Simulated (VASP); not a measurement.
Input of a VASP 6.6.1 run:

File INCAR:

```
SYSTEM = Al2Cu
  PREC = Accurate
  ENCUT = 520
  EDIFF = 1E-6
  ISMEAR = 0
  SIGMA = 0.15
  LREAL = .FALSE.
  LASPH = .TRUE.
  NELM = 80
  ALGO = Fast
  ISIF = 2
  LWAVE = .FALSE.
  LCHARG = .TRUE.
  GGA = PS
  LELF = .TRUE.
  LVHAR = .TRUE.
  NBANDS = 26
```

The input KPOINTS:

```
Automatic mesh
0
G
  12 12 12
  0 0 0
```

Contents of POSCAR:

```
Al2Cu
1.0
   -2.9965506923      2.9965506923      2.4139243086
    2.9965506923     -2.9965506923      2.4139243086
    2.9965506923      2.9965506923     -2.4139243086
Al Cu
4 2
Direct
    0.1507545467      0.6507545467      0.8186399160
    0.6507545467      0.8321146307      0.5000000000
    0.8492454533      0.3492454533      0.1813600840
    0.3492454533      0.1678853693      0.5000000000
    0.7500000000      0.7700230219      0.0200230219
    0.2500000000      0.2299769781     -0.0200230219
```

Potentials or basis: VASP PAW PBE potentials, release 64 (Al, Cu).

Command:

```bash
$ cat potpaw_PBE.64/Al/POTCAR potpaw_PBE.64/Cu/POTCAR > POTCAR
$ mpirun -np 1 vasp_std > vasp.out
```

Problem. What does it give for the pressure?

Solution. 0.6 GPa.

Problem. Estimate the largest force.

Solution. 0.602 eV/Å.

Problem. Estimate the band gap on the k mesh.

Solution. Zero (bands 17 and 18 overlap by 4.43 eV).

Forces on the atoms (eV/Å):
```
Al  -0.052  0.010  0.081
Al   0.052  0.010  0.081
Al   0.052 -0.010 -0.081
Al  -0.052 -0.010 -0.081
Cu  -0.602  0.000  0.000
Cu   0.602  0.000  0.000
```

Caveat: the cell differs from its parent crystal (atoms displaced along a vibrational mode); the PAW data sets were made with another functional, which shifts forces and pressure a little.
